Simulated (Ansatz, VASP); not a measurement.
## One calculation of Mo, two programs

```
CELL_PARAMETERS angstrom
2.73737 0.00000 0.00000
-0.91246 2.58081 0.00000
0.00000 0.00000 22.70520
ATOMIC_POSITIONS crystal
Mo 0.25000 0.25000 0.35601
Mo 0.75000 0.75000 0.45036
Mo 0.25000 0.25000 0.54964
Mo 0.75000 0.75000 0.64399
```

Alike in both runs: functional PBE; k mesh 13 × 13 × 1; occupations fermi-dirac, width 0.1 eV; no spin polarisation.

Ansatz relaxed the structure, and its values are those at the end. VASP's run is a single point on that final structure, the one shown.

|  | VASP | Ansatz |
| --- | --- | --- |
| version | VASP 6.6.1 | Ansatz 0.2.0 |
| potentials or method | VASP PAW PBE potentials, release 64 (Mo_sv) | PAW with Ansatz's default frozen-core files, scalar-relativistic |
| plane-wave cutoff (eV) | 520 | 420 |
| valence electrons in the cell | 56 | 56 |

Ansatz gave:

| Property | Result |
| --- | --- |
| rms of the force components (eV/Å) | 0.001 |

What did VASP give for the same quantities?

rms of the force components (eV/Å): 0.012.

Ansatz's warnings: stress scf threshold loose, xc potential rough in thin density.
